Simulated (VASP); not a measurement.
# WC (WC type) (P-6m2) in VASP: a series of runs

WC (WC type) is run at these levels: PBE; tasks: relaxation of cell and atoms.

Program: VASP 6.6.1. These are calculated values, not measurements. Logs are shortened: lines on timing, memory, paths and dates and some standing lists are left out, and cuts for length are marked.

## (1) The cell of the first run

Symmetry: P-6m2, No. 187, hexagonal system. Conventional cell: a = 2.845 Å, b = 2.845 Å, c = 2.788 Å, α = 90.00°, β = 90.00°, γ = 120.00°. Within 2.9 Å of W (site symmetry -6m2) lie 6 C at 2.15 Å and 8 W at 2.79 to 2.85 Å. Within 2.9 Å of C (site symmetry -6m2) lie 6 W at 2.15 Å and 8 C at 2.79 to 2.85 Å.

## (2) Relaxation of cell and atoms, PBE, target pressure 31 GPa, at which the enthalpy is minimised

The input, INCAR:

```
  ALGO = Normal
  EDIFF = 1E-7
  EDIFFG = -0.005
  ENCUT = 600
  GGA = PE
  IBRION = 2
  ISIF = 3
  ISMEAR = -1
  LASPH = T
  LCHARG = F
  LREAL = F
  LWAVE = F
  NELM = 60
  NSW = 60
  PREC = Accurate
  PSTRESS = 310.0
  SIGMA = 0.1
```

The input, KPOINTS:

```
k-points
0
Gamma
  16 16 14
```

The input, POSCAR:

```
WC
1.0
    2.8450376893      0.0000000000      0.0000000000
   -1.4225188446      2.4638749137      0.0000000000
    0.0000000000      0.0000000000      2.7881369355
W C
1 1
Direct
    0.0000000000      0.0000000000      0.0000000000
    0.3333333333      0.6666666667      0.5000000000
```

Potentials or basis: VASP PAW PBE potentials, release 64 (W_sv, C).

The run is started by

```
> cat potpaw_PBE.64/W_sv/POTCAR potpaw_PBE.64/C/POTCAR > POTCAR
> mpirun -np 1 vasp_std > vasp.out
```

OUTCAR:

```text
EDIFF = 1E-7
   EDIFFG = -0.005
   ENCUT = 600
   GGA = PE
   IBRION = 2
   ISIF = 3
   ISMEAR = -1
   LASPH = T
   LREAL = F
   NELM = 60
   NSW = 60
   PREC = Accurate
   PSTRESS = 310.0

 ion  position               nearest neighbor table
   1  0.000  0.000  0.000-   2 2.15   2 2.15   2 2.15   2 2.15   2 2.15   2 2.15
   2  0.333  0.667  0.500-   1 2.15   1 2.15   1 2.15   1 2.15   1 2.15   1 2.15

  LATTYP: Found a hexagonal cell.
 ALAT       =     2.8450376893
 C/A-ratio  =     0.9800000000

  Lattice vectors:

 A1 = (   2.8450376893,   0.0000000000,   0.0000000000)
 A2 = (  -1.4225188446,   2.4638749137,   0.0000000000)
 A3 = (   0.0000000000,   0.0000000000,   2.7881369355)

Analysis of symmetry for initial positions (statically):
=====================================================================
 Subroutine PRICEL returns:
 Original cell was already a primitive cell.

 Routine SETGRP: Setting up the symmetry group for a
 hexagonal supercell.

 Subroutine GETGRP returns: Found 12 space group operations
 (whereof 12 operations were pure point group operations)
 out of a pool of 24 trial point group operations.

The static configuration has the point symmetry D_3h.

Analysis of symmetry for dynamics (positions and initial velocities):
=====================================================================
 Subroutine PRICEL returns:
 Original cell was already a primitive cell.

 Routine SETGRP: Setting up the symmetry group for a
 hexagonal supercell.

 Subroutine GETGRP returns: Found 12 space group operations
 (whereof 12 operations were pure point group operations)
 out of a pool of 24 trial point group operations.

The dynamic configuration has the point symmetry D_3h.

 Subroutine INISYM returns: Found 12 space group operations
 (whereof 12 operations are pure point group operations),
 and found     1 'primitive' translations

----------------------------------------------------------------------------------------

                                     Primitive cell

  volume of cell :      19.5443

  direct lattice vectors                    reciprocal lattice vectors
     2.845037689  0.000000000  0.000000000     0.351489192  0.202932380  0.000000000
    -1.422518845  2.463874914  0.000000000     0.000000000  0.405864760  0.000000000
     0.000000000  0.000000000  2.788136935     0.000000000  0.000000000  0.358662441

  length of vectors
     2.845037689  2.845037689  2.788136935     0.405864760  0.405864760  0.358662441

  position of ions in fractional coordinates (direct lattice)
     0.000000000  0.000000000  0.000000000
     0.333333333  0.666666667  0.500000000

  ion indices of the primitive-cell ions
   primitive index   ion index
                 1           1
                 2           2

----------------------------------------------------------------------------------------

 KPOINTS: k-points

Automatic generation of k-mesh.
 Grid dimensions read from file:
 generate k-points for:   16   16   14

 Generating k-lattice:

  Cartesian coordinates                     Fractional coordinates (reciprocal lattice)
     0.021968075  0.012683274  0.000000000     0.062500000  0.000000000  0.000000000
     0.000000000  0.025366547  0.000000000     0.000000000  0.062500000  0.000000000
     0.000000000  0.000000000  0.025618746     0.000000000  0.000000000  0.071428571

  Length of vectors
     0.025366547  0.025366547  0.025618746

  Shift w.r.t. Gamma in fractional coordinates (k-lattice)
     0.000000000  0.000000000  0.000000000

 Subroutine IBZKPT returns following result:
 ===========================================

 Found    240 irreducible k-points:

 Following reciprocal coordinates:
            Coordinates               Weight
  0.000000  0.000000  0.000000      1.000000
  0.062500 -0.000000  0.000000      6.000000
  0.125000 -0.000000  0.000000      6.000000
  0.187500 -0.000000  0.000000      6.000000
  0.250000 -0.000000  0.000000      6.000000
  0.312500 -0.000000  0.000000      6.000000
[... 16 lines left out ...]
  0.187500  0.187500  0.000000      6.000000
  0.250000  0.187500  0.000000     12.000000
 [... further k-points ...]
   k-points           NKPTS =    240   k-points in BZ     NKDIM =    240   number of bands    NBANDS=     13
   number of dos      NEDOS =    301   number of ions     NIONS =      2
   total plane-waves  NPLWV =  13824
   dimension x,y,z NGX =    24 NGY =   24 NGZ =   24
   dimension x,y,z NGXF=    48 NGYF=   48 NGZF=   48
   ions per type =               1   1
   NGX,Y,Z   is equivalent  to a cutoff of  14.02, 14.02, 14.31 a.u.
   NGXF,Y,Z  is equivalent  to a cutoff of  28.05, 28.05, 28.62 a.u.
 SYSTEM =  unknown system
   PREC   = accura    normal or accurate (medium, high low for compatibility)
   ISTART =      0    job   : 0-new  1-cont  2-samecut
   ICHARG =      2    charge: 1-file 2-atom 10-const
   ISPIN  =      1    spin polarized calculation?
   LNONCOLLINEAR =      F non collinear calculations
   LSORBIT =      F    spin-orbit coupling
   LASPH  =      T    aspherical Exc in radial PAW
   ENCUT  =  600.0 eV  44.10 Ry    6.64 a.u.   5.68  5.68  5.57*2*pi/ulx,y,z
   NELM   =     60;   NELMIN=  2; NELMDL= -5     # of ELM steps
   EDIFF  = 0.1E-06   stopping-criterion for ELM
   LREAL  =      F    real-space projection
   EDIFFG = -.5E-02   stopping-criterion for IOM
   NSW    =     60    number of steps for IOM
   IBRION =      2    ionic relax: 0-MD 1-quasi-New 2-CG
   NFREE  =      1    steps in history (QN), initial steepest desc. (CG)
   ISIF   =      3    stress and relaxation
   ISYM   =      2    0-nonsym 1-usesym 2-fastsym
   POTIM  = 0.5000    time-step for ionic-motion
   TEBEG  =    0.0;   TEEND  =   0.0 temperature during run
   PSTRESS=  310.0 pullay stress
   NELECT =      18.0000    total number of electrons
   NUPDOWN=      -1.0000    fix difference up-down
   EMIN   =  10.00;   EMAX   =-10.00  energy-range for DOS
   EFERMI =   0.00;   METHOD = LEGACY
   ISMEAR =    -1;   SIGMA  =   0.10  broadening in eV -4-tet -1-fermi 0-gaus
   EFERMI_NEDOS =   21; number of points for ismear=-14 and -15
   IALGO  =     38    algorithm
   IMIX   =      4    mixing-type and parameters
     AMIX     =   0.40;   BMIX     =  1.00
     AMIX_MAG =   1.60;   BMIX_MAG =  1.00
  volume/ion in A,a.u.               =       9.77        65.95
  Fermi-wavevector in a.u.,A,eV,Ry     =   1.592791  3.009938 34.517743  2.536983
  Thomas-Fermi vector in A             =   2.691121
   LORBIT       =      0    0 simple, 1 ext, 2 COOP (PROOUT), +10 PAW based schemes
   GGA     = PE    functional components
   LHFCALC =     F    Hartree Fock is set to
   AEXX    =    0.0000 exact exchange contribution
   IVDW    =     0    specifies the selected vdW correction
   LEPSILON=     F    determine dielectric tensor
   LRPA    =     F    only Hartree local field effects (RPA)
 conjugate gradient relaxation of ions
 non-spin polarized calculation
  energy-cutoff  :      600.00
  volume of cell :       19.54
 maximum number of plane-waves:       665
 NGX is ok and might be reduce to    24
   NGX = 11   NGY = 11   NGZ = 11

--------------------------------------- Ionic step        1  -------------------------------------------

 number of electron      18.0000000 magnetization

 Free energy of the ion-electron system (eV)
  ---------------------------------------------------
  ext. energy  EPLUGINS =         0.00000000
  ---------------------------------------------------
  free energy    TOTEN  =       -22.29598048 eV

  energy without entropy =      -22.28716944  energy(sigma->0) =      -22.29157496

------------------------ aborting loop because EDIFF is reached ----------------------------------------

  FORCE on cell =-STRESS in cart. coord.  units (eV):
  Direction    XX          YY          ZZ          XY          YZ          ZX
  --------------------------------------------------------------------------------------
  -------------------------------------------------------------------------------------
  Total        4.2066699      4.2066699      4.2703951      0.0000000     -0.0000000     -0.0000000
  in kB      344.8484148    344.8484148    350.0723926      0.0000000     -0.0000000     -0.0000000
  external PRESSURE =      36.5897407 kB  Pullay stress =     310.0000000 kB
[... 175 lines left out ...]
  enthalpy is  TOTEN    =       -18.5159688900 eV   P V=        3.8080719186

--------------------------------------- Ionic step        6  -------------------------------------------

 number of electron      18.0000000 magnetization

 Free energy of the ion-electron system (eV)
  ---------------------------------------------------
  ext. energy  EPLUGINS =         0.00000000
  ---------------------------------------------------
  free energy    TOTEN  =       -22.32388712 eV

  energy without entropy =      -22.31498856  energy(sigma->0) =      -22.31943784

 E-fermi :  11.8700     XC(G=0): -14.0984

 val. band max:       11.8661619545   @ k =   0.1250  -0.0000   0.3571
 cond. band min:      11.8936125187   @ k =   0.0000   0.0000   0.0714
 fundamental gap:      0.0274505641
 Fermi energy:        11.8700248034

 k-point     1 :       0.0000    0.0000    0.0000
  band No.  band energies     occupation
      1     -62.0371      2.00000
      2     -26.0262      2.00000
      3     -25.8878      2.00000
      4     -25.8878      2.00000
      5      -3.0073      2.00000
      6       7.2228      2.00000
      7       8.3230      2.00000
      8       8.3230      2.00000
      9      11.9114      0.79620
     10      15.3370      0.00000
     11      15.3370      0.00000
     12      17.7611      0.00000
     13      17.7611      0.00000
[... 353 lines left out ...]
 k-point    24 :       0.2500    0.1875    0.0000
  band No.  band energies     occupation
      1     -61.9698      2.00000
      2     -26.6616      2.00000
      3     -26.2148      2.00000
      4     -25.9031      2.00000
      5       0.0653      2.00000
      6       5.1509      2.00000
      7       8.3608      2.00000
      8       8.4222      2.00000
      9      10.7530      1.99997
     10      13.5557      0.00000
     11      14.6927      0.00000
     12      17.2859      0.00000
     13      20.0939      0.00000

 [... further k-points ...]

------------------------ aborting loop because EDIFF is reached ----------------------------------------

  FORCE on cell =-STRESS in cart. coord.  units (eV):
  Direction    XX          YY          ZZ          XY          YZ          ZX
  --------------------------------------------------------------------------------------
  -------------------------------------------------------------------------------------
  Total        3.8131369      3.8131369      3.8143155      0.0000000     -0.0000000      0.0000000
  in kB      310.4250695    310.4250695    310.5210190      0.0000000     -0.0000000      0.0000000
  external PRESSURE =       0.4570527 kB  Pullay stress =     310.0000000 kB
[... 17 lines left out ...]
  FREE ENERGIE OF THE ION-ELECTRON SYSTEM (eV)
  ---------------------------------------------------
  free  energy   TOTEN  =       -22.3238871228 eV

  energy  without entropy=      -22.3149885559  energy(sigma->0) =      -22.31943784

  enthalpy is  TOTEN    =       -18.5159716277 eV   P V=        3.8079154951

 reached required accuracy - stopping structural energy minimisation
```

Run time: 6.4 min. Hardware: 1 thread of AMD EPYC 7R13, shared host; peak memory 0.19 GiB.

Results:

* Free energy: -22.3239 eV
* Relaxed volume: 9.84 Å³/atom
* Relaxed cell: a = 2.852 Å, b = 2.852 Å, c = 2.795 Å, α = 90.00°, β = 90.00°, γ = 120.00°
* Space group after relaxing (to 0.1 Å): P-6m2 (No. 187)
* Energy change on relaxing (the run minimises the enthalpy): -14.0 meV/atom
* Ionic steps: 6
* Pressure after relaxing: 31.0 GPa
* Band gap on the k mesh: zero (bands 9 and 10 overlap by 1.29 eV)

Step by step:
| step | energy change (eV) | largest force (eV/Å) | pressure (GPa) | volume (Å³) |
| --- | --- | --- | --- | --- |
| 1 | 0.0000 | 0.0000 | 34.66 | 19.54 |
| 2 | -0.1052 | 0.0000 | 18.68 | 20.18 |
| 3 | -0.0283 | 0.0000 | 30.97 | 19.68 |
| 4 | -0.0278 | 0.0000 | 31.04 | 19.68 |
| 5 | -0.0281 | 0.0000 | 31.03 | 19.68 |
| 6 | -0.0279 | 0.0000 | 31.05 | 19.68 |

Final structure:
```
CELL_PARAMETERS angstrom
2.85159 0.00000 0.00000
-1.42579 2.46955 0.00000
0.00000 0.00000 2.79468
ATOMIC_POSITIONS crystal
W 0.00000 0.00000 0.00000
C 0.33333 0.66667 0.50000
```

Caveat: the cell is relaxed towards a set pressure, so the run minimises the enthalpy, not the energy; spin-orbit coupling is left out, which moves the levels of the heavy elements.

## (3) Relaxation of cell and atoms, PBE, target pressure 31 GPa, at which the enthalpy is minimised

This run uses another cell than the first one, of 9.81 Å³/atom.

The input, INCAR:

```
SYSTEM = WC
ALGO = Normal
EDIFF = 1E-6
EDIFFG = -0.005
ENCUT = 600
GGA = PE
IBRION = 2
ISIF = 3
ISMEAR = -1
LASPH = .TRUE.
LCHARG = .FALSE.
LREAL = .FALSE.
LWAVE = .FALSE.
NELM = 80
NSW = 32
PREC = Accurate
PSTRESS = 310.0
SIGMA = 0.1
```

The input, KPOINTS:

```
k-points
0
G
  16 16 14
  0 0 0
```

The input, POSCAR:

```
WC
1.0
    2.8493042774      0.0000000000      0.0000000000
   -1.4246521387      2.4675698874      0.0000000000
    0.0000000000      0.0000000000      2.7918605772
W C
1 1
Direct
    0.0000000000      0.0000000000      0.0000000000
    0.3333333333      0.6666666667      0.5000000000
```

Potentials or basis: VASP PAW PBE potentials, release 64 (W_sv, C).

The run is started by

```
> cat potpaw_PBE.64/W_sv/POTCAR potpaw_PBE.64/C/POTCAR > POTCAR
> mpirun -np 1 vasp_std > vasp.out
```

It took 4.3 min on 1 thread of AMD EPYC 7R13, shared host; peak memory 0.19 GiB.

The run converged. Its results:

```yaml
Free_energy: -22.3243 eV
Relaxed_volume: 9.84 Å³/atom
Relaxed_cell: a = 2.852 Å, b = 2.852 Å, c = 2.795 Å, α = 90.00°, β = 90.00°, γ = 120.00°
Space_group_after_relaxing_to_0.1_Å: P-6m2 (No. 187)
Energy_change_on_relaxing_the_run_minimises_the_enthalpy: -5.2 meV/atom
Ionic_steps: 3
Pressure_after_relaxing: 31.0 GPa
Band_gap_on_the_k_mesh: zero (bands 9 and 10 overlap by 1.28 eV)
```

The path:
```csv
step,energy change (eV),largest force (eV/Å),pressure (GPa),volume (Å³)
1,0.0000,0.0000,32.40,19.63
2,-0.0445,0.0000,26.09,19.87
3,-0.0104,0.0000,31.01,19.68
```

Final structure:
```xyz
2
Lattice="2.8516 0.0000 0.0000 -1.4258 2.4696 0.0000 0.0000 0.0000 2.7948" Properties=species:S:1:pos:R:3 pbc="T T T"
W    -1.4258    2.4696    2.7948
C     0.0000    1.6464    1.3974
```

Levels at points of the mesh, in eV from the Fermi level:
```csv
k point,band 5,band 6,band 7,band 8,band 9,band 10,band 11,band 12,band 13
"(0.00, 0.00, 0.00)",-14.88,-4.65,-3.55,-3.55,0.04,3.47,3.47,5.89,5.89
"(0.50, 0.00, 0.00)",-11.35,-7.29,-3.92,-3.84,-0.48,2.48,4.88,5.29,7.14
"(0.00, 0.00, 0.50)",-10.54,-9.02,-2.13,-2.13,-0.67,-0.67,3.80,4.67,4.67
"(0.50, 0.00, 0.50)",-11.70,-6.81,-4.58,-4.34,0.37,4.80,5.69,7.11,9.74
```

Caveat: the cell is relaxed towards a set pressure, so the run minimises the enthalpy, not the energy; spin-orbit coupling is left out, which moves the levels of the heavy elements.

The gap in the log of VASP goes by the Fermi energy; the results here count the filled bands.